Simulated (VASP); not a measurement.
Write the native input for VASP 6.6.1 that does the following.

- Task: single point
- Functional: PBE
- Potentials or basis: VASP PAW PBE potentials, release 64 (Fe)
- Cutoff: 520 eV
- k mesh: 15 × 15 × 15
- Occupations: fermi-dirac, width 0.05 eV
- Spin: collinear spin, ferromagnetic start
- Starting moments: [2.367] μB
- Dipole correction: no
- Further INCAR settings: ALGO = Normal; EDIFF = 1e-06; NBANDS = 14

The structure of Fe lies in POSCAR:

```
Fe
1.0
    2.3392946347      0.0000000000      0.0000000000
    0.0000000000      2.3392946347      0.0000000000
    0.0000000000      0.0000000000      2.3392946347
Fe
1
Direct
    0.0000000000      0.0000000000      0.0000000000
```

This cell differs from its parent crystal: volume scaled by 0.96.

One way to write it, as run:

INCAR

```
SYSTEM = Fe
ALGO     = Normal         ! electronic algorithm
EDIFF    = 1E-6           ! SCF threshold, eV
ENCUT    = 520            ! plane-wave cutoff, eV
GGA      = PE             ! functional
ISIF     = 2              ! what is computed and relaxed
ISMEAR   = -1             ! smearing method
ISPIN    = 2              ! spin polarisation
LASPH    = .TRUE.         ! aspherical terms in the spheres
LCHARG   = .FALSE.        ! write CHGCAR
LMAXMIX  = 4              ! l up to which the mixer works
LORBIT   = 11             ! projections on sites
LREAL    = .FALSE.        ! projectors in reciprocal space
LWAVE    = .FALSE.        ! write WAVECAR
MAGMOM   = 2.367          ! initial moments
NBANDS   = 14             ! bands
NELM     = 150            ! most SCF steps
PREC     = Accurate       ! precision mode
SIGMA    = 0.05           ! smearing width, eV
```

KPOINTS

```
k-points
0
G
  15 15 15
  0 0 0
```

Potentials or basis: VASP PAW PBE potentials, release 64 (Fe).

Command:

```console
$ cat potpaw_PBE.64/Fe/POTCAR > POTCAR
$ mpirun -np 1 vasp_std > vasp.out
```

Results of the run:

The pressure is 4.6 GPa. The net moment is 2.30 μB per cell and the site moments are Fe +2.29 μB. The valence electrons inside the program's atomic spheres are Fe 7.24.

Wall time 68 s on 1 thread of AMD EPYC 7R13 (shared host), peak memory 0.11 GiB.
